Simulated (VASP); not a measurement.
# Se (P6_3/mmc) in VASP: further runs

Se is run at these levels: PBEsol; tasks: single point.

All numbers are computed with VASP 6.6.1; they aren't measurements. Logs are shortened: lines on timing, memory, paths and dates and some standing lists are left out, and cuts for length are marked.

### Step 1. The cell of the first run

Symmetry: P6_3/mmc, No. 194, hexagonal system. Conventional cell: a = 3.697 Å, b = 3.697 Å, c = 7.250 Å, α = 90.00°, β = 90.00°, γ = 120.00°. Within 3.7 Å of Se (site symmetry -3m) lie 14 Se at 2.80 to 3.70 Å. Within 3.7 Å of Se (site symmetry -6m2) lie 12 Se at 2.80 to 3.70 Å.

### Step 2. Single point, PBEsol

File INCAR:

```
SYSTEM = Se
ALGO     = Normal         ! electronic algorithm
EDIFF    = 1E-7           ! SCF threshold, eV
ENCUT    = 520            ! plane-wave cutoff, eV
GGA      = PS             ! functional
ISIF     = 2              ! what is computed and relaxed
ISMEAR   = -1             ! smearing method
LASPH    = .True.         ! aspherical terms in the spheres
LCHARG   = .False.        ! write CHGCAR
LREAL    = .False.        ! projectors in reciprocal space
LWAVE    = .False.        ! write WAVECAR
NBANDS   = 20             ! bands
NELM     = 80             ! most SCF steps
PREC     = Accurate       ! precision mode
SIGMA    = 0.1            ! smearing width, eV
```

File KPOINTS:

```
k-points
0
Gamma
  11 11 5
  0 0 0
```

File POSCAR:

```
Se
1.0
    3.6968602185      0.0000000000      0.0000000000
   -1.8484301093      3.2015748635      0.0000000000
    0.0000000000      0.0000000000      7.2501044030
Se
4
Direct
    1.0000000000      0.0000000000      0.0000000000
    1.0000000000      0.0000000000      0.5000000000
    0.3333333333      0.6666666667      0.2500000000
    0.6666666667      0.3333333333      0.7500000000
```

Potentials or basis: VASP PAW PBE potentials, release 64 (Se).

The run is started by

```bash
$ cat potpaw_PBE.64/Se/POTCAR > POTCAR
$ mpirun -np 1 vasp_std > vasp.out
```

OUTCAR:

```text
SYSTEM = Se
   EDIFF = 1E-7
   ENCUT = 520
   GGA = PS
   ISIF = 2
   ISMEAR = -1
   LASPH = .True.
   LREAL = .False.
   NELM = 80
   PREC = Accurate

 ion  position               nearest neighbor table
   1  0.000  0.000  0.000-
   2  0.000  0.000  0.500-
   3  0.333  0.667  0.250-
   4  0.667  0.333  0.750-

  LATTYP: Found a hexagonal cell.
 ALAT       =     3.6968602185
 C/A-ratio  =     1.9611518896

  Lattice vectors:

 A1 = (   3.6968602185,   0.0000000000,   0.0000000000)
 A2 = (  -1.8484301093,   3.2015748635,   0.0000000000)
 A3 = (   0.0000000000,   0.0000000000,   7.2501044030)

Analysis of symmetry for initial positions (statically):
=====================================================================
 Subroutine PRICEL returns:
 Original cell was already a primitive cell.

 Routine SETGRP: Setting up the symmetry group for a
 hexagonal supercell.

 Subroutine GETGRP returns: Found 24 space group operations
 (whereof 12 operations were pure point group operations)
 out of a pool of 24 trial point group operations.

The static configuration has the point symmetry D_3d.
 The point group associated with its full space group is D_6h.

Analysis of symmetry for dynamics (positions and initial velocities):
=====================================================================
 Subroutine PRICEL returns:
 Original cell was already a primitive cell.

 Routine SETGRP: Setting up the symmetry group for a
 hexagonal supercell.

 Subroutine GETGRP returns: Found 24 space group operations
 (whereof 12 operations were pure point group operations)
 out of a pool of 24 trial point group operations.

The dynamic configuration has the point symmetry D_3d.
 The point group associated with its full space group is D_6h.

 Subroutine INISYM returns: Found 24 space group operations
 (whereof 12 operations are pure point group operations),
 and found     1 'primitive' translations

----------------------------------------------------------------------------------------

                                     Primitive cell

  volume of cell :      85.8106

  direct lattice vectors                    reciprocal lattice vectors
     3.696860218  0.000000000  0.000000000     0.270499814  0.156173140  0.000000000
    -1.848430109  3.201574863  0.000000000     0.000000000  0.312346280  0.000000000
     0.000000000  0.000000000  7.250104403     0.000000000  0.000000000  0.137929048

  length of vectors
[... 81 lines left out ...]
   LNONCOLLINEAR =      F non collinear calculations
   LSORBIT =      F    spin-orbit coupling
   LASPH  =      T    aspherical Exc in radial PAW
   ENCUT  =  520.0 eV  38.22 Ry    6.18 a.u.   6.87  6.87 13.48*2*pi/ulx,y,z
   NELM   =     80;   NELMIN=  2; NELMDL= -5     # of ELM steps
   EDIFF  = 0.1E-06   stopping-criterion for ELM
   LREAL  =      F    real-space projection
   EDIFFG = 0.1E-05   stopping-criterion for IOM
   NSW    =      0    number of steps for IOM
   IBRION =     -1    ionic relax: 0-MD 1-quasi-New 2-CG
   NFREE  =      0    steps in history (QN), initial steepest desc. (CG)
   ISIF   =      2    stress and relaxation
   ISYM   =      2    0-nonsym 1-usesym 2-fastsym
   POTIM  = 0.5000    time-step for ionic-motion
   TEBEG  =    0.0;   TEEND  =   0.0 temperature during run
   PSTRESS=    0.0 pullay stress
   NELECT =      24.0000    total number of electrons
   NUPDOWN=      -1.0000    fix difference up-down
   EMIN   =  10.00;   EMAX   =-10.00  energy-range for DOS
   EFERMI =   0.00;   METHOD = LEGACY
   ISMEAR =    -1;   SIGMA  =   0.10  broadening in eV -4-tet -1-fermi 0-gaus
   EFERMI_NEDOS =   21; number of points for ismear=-14 and -15
   IALGO  =     38    algorithm
   IMIX   =      4    mixing-type and parameters
     AMIX     =   0.40;   BMIX     =  1.00
     AMIX_MAG =   1.60;   BMIX_MAG =  1.00
  volume/ion in A,a.u.               =      21.45       144.77
  Fermi-wavevector in a.u.,A,eV,Ry     =   1.070611  2.023161 15.595098  1.146207
  Thomas-Fermi vector in A             =   2.206326
   LORBIT       =      0    0 simple, 1 ext, 2 COOP (PROOUT), +10 PAW based schemes
   GGA     = PS    functional components
   LHFCALC =     F    Hartree Fock is set to
   AEXX    =    0.0000 exact exchange contribution
   IVDW    =     0    specifies the selected vdW correction
   LEPSILON=     F    determine dielectric tensor
   LRPA    =     F    only Hartree local field effects (RPA)
 non-spin polarized calculation
  energy-cutoff  :      520.00
  volume of cell :       85.81
 maximum number of plane-waves:      2329
 NGX is ok and might be reduce to    28
   NGX = 13   NGY = 13   NGZ = 27

 number of electron      23.9999999 magnetization

 Free energy of the ion-electron system (eV)
  ---------------------------------------------------
  ext. energy  EPLUGINS =         0.00000000
  ---------------------------------------------------
  free energy    TOTEN  =       -14.59774178 eV

  energy without entropy =      -14.52420563  energy(sigma->0) =      -14.56097371

 E-fermi :   5.1763     XC(G=0): -10.3342

 val. band max:        5.1682013426   @ k =   0.0909  -0.0000   0.4000
 cond. band min:       5.2110634569   @ k =   0.4545   0.0909   0.4000
 fundamental gap:      0.0428621143
 Fermi energy:         5.1763009327

 k-point     1 :       0.0000    0.0000    0.0000
  band No.  band energies     occupation
      1     -11.2903      2.00000
      2      -9.0317      2.00000
      3      -8.9149      2.00000
      4      -4.7995      2.00000
      5       0.4443      2.00000
      6       2.3584      2.00000
[... 541 lines left out ...]
     19      12.1469      0.00000
     20      13.6591      0.00000

 [... further k-points ...]
[... 5 lines left out ...]
  --------------------------------------------------------------------------------------
  -------------------------------------------------------------------------------------
  Total       -0.0247831     -0.0247831      0.4161134      0.0000000      0.0000000     -0.0000000
  in kB       -0.4627278     -0.4627278      7.7692907      0.0000000      0.0000000     -0.0000000
  external PRESSURE =       2.2812783 kB  Pullay stress =       0.0000000 kB

 VOLUME and BASIS-vectors are now :
 -----------------------------------------------------------------------------
  energy-cutoff  :      520.00
  volume of cell :       85.81
      direct lattice vectors                 reciprocal lattice vectors
     3.696860218  0.000000000  0.000000000     0.270499814  0.156173140  0.000000000
    -1.848430109  3.201574863  0.000000000     0.000000000  0.312346280  0.000000000
     0.000000000  0.000000000  7.250104403     0.000000000  0.000000000  0.137929048

 POSITION                                       TOTAL-FORCE (eV/Angst)
 -----------------------------------------------------------------------------------
      0.00000      0.00000      0.00000        -0.000000      0.000000     -0.000000
      0.00000      0.00000      3.62505        -0.000000      0.000000     -0.000000
     -0.00000      2.13438      1.81253        -0.000000      0.000000      0.000000
      1.84843      1.06719      5.43758         0.000000     -0.000000      0.000000
 -----------------------------------------------------------------------------------
    total drift:                                0.000000     -0.000000     -0.000000

  FREE ENERGIE OF THE ION-ELECTRON SYSTEM (eV)
  ---------------------------------------------------
  free  energy   TOTEN  =       -14.5977417780 eV

  energy  without entropy=      -14.5242056345  energy(sigma->0) =      -14.56097371
```

OSZICAR:

```text
N       E                     dE             d eps       ncg     rms          rms(c)
DAV:   1     0.102552655013E+03    0.10255E+03   -0.10378E+04  1920   0.104E+03
DAV:   2    -0.805757379450E+01   -0.11061E+03   -0.10790E+03  2692   0.170E+02
DAV:   3    -0.145503073452E+02   -0.64927E+01   -0.64279E+01  2328   0.426E+01
DAV:   4    -0.146016085511E+02   -0.51301E-01   -0.51256E-01  2340   0.434E+00
DAV:   5    -0.146019084789E+02   -0.29993E-03   -0.29989E-03  2264   0.325E-01    0.782E+00
DAV:   6    -0.145976441815E+02    0.42643E-02   -0.86049E-03  2308   0.533E-01    0.470E+00
DAV:   7    -0.145977904089E+02   -0.14623E-03   -0.97181E-03  2216   0.552E-01    0.113E-01
DAV:   8    -0.145977351199E+02    0.55289E-04   -0.25818E-04  2272   0.914E-02    0.626E-02
DAV:   9    -0.145977418606E+02   -0.67407E-05   -0.10587E-04  2264   0.518E-02    0.216E-02
DAV:  10    -0.145977416948E+02    0.16571E-06   -0.16474E-06  2296   0.770E-03    0.946E-03
DAV:  11    -0.145977417780E+02   -0.83199E-07   -0.64961E-07  2232   0.482E-03
   1 F= -.14597742E+02 E0= -.14560974E+02  d E =-.735361E-01
```

Wall time 84 s (1 thread of AMD EPYC 7R43 (Zen 3), shared host); peak memory 0.18 GiB.

Results:

| Property | Result |
| --- | --- |
| Free energy | -14.5977 eV |
| Pressure | 0.2 GPa |
| Band gap on the k mesh | zero (band 12 reaches 5.65 eV, above the bottom of band 13 at 3.54 eV) |

Caveat: the PAW data sets were made with another functional, which shifts forces and pressure a little.

### Step 3. Single point, PBEsol (volume scaled by 1.04)

File INCAR:

```
SYSTEM = Se
ALGO     = Normal         ! electronic algorithm
EDIFF    = 1E-6           ! SCF threshold, eV
ENCUT    = 520            ! plane-wave cutoff, eV
GGA      = PS             ! functional
ISIF     = 2              ! what is computed and relaxed
ISMEAR   = -1             ! smearing method
LASPH    = .True.         ! aspherical terms in the spheres
LCHARG   = .True.         ! write CHGCAR
LELF     = .True.         ! ELF
LREAL    = .False.        ! projectors in reciprocal space
LVHAR    = .True.       
LWAVE    = .False.        ! write WAVECAR
NBANDS   = 20             ! bands
NELM     = 60             ! most SCF steps
PREC     = Accurate       ! precision mode
SIGMA    = 0.1            ! smearing width, eV
```

KPOINTS is that of step 2.

File POSCAR:

```
Se
1.0
    3.7455086950      0.0000000000      0.0000000000
   -1.8727543475      3.2437056800      0.0000000000
    0.0000000000      0.0000000000      7.3455114546
Se
4
Direct
    1.0000000000      0.0000000000      0.0000000000
    1.0000000000      0.0000000000      0.5000000000
    0.3333333333      0.6666666667      0.2500000000
    0.6666666667      0.3333333333      0.7500000000
```

Potentials or basis: VASP PAW PBE potentials, release 64 (Se).

The run is started by

```bash
$ cat potpaw_PBE.64/Se/POTCAR > POTCAR
$ mpirun -np 1 vasp_std > vasp.out
```

Wall time 63 s (1 thread of AMD EPYC 7R43 (Zen 3), shared host); peak memory 0.19 GiB.

Results (log left out):

- Free energy: -14.5711 eV
- Pressure: -2.6 GPa
- Band gap on the k mesh: zero (band 12 reaches 5.13 eV, above the bottom of band 13 at 3.16 eV)

Stress tensor (GPa, compression positive):
```
-2.53  0.00  0.00
 0.00 -2.53  0.00
 0.00  0.00 -2.84
```

Levels at points of the mesh, in eV from the Fermi level:
| k point | band 10 | band 11 | band 12 | band 13 | band 14 | band 15 |
| --- | --- | --- | --- | --- | --- | --- |
| (0.00, 0.00, 0.00) | -1.41 | -1.08 | -0.94 | -0.94 | 0.91 | 0.91 |

Caveat: the PAW data sets were made with another functional, which shifts forces and pressure a little.
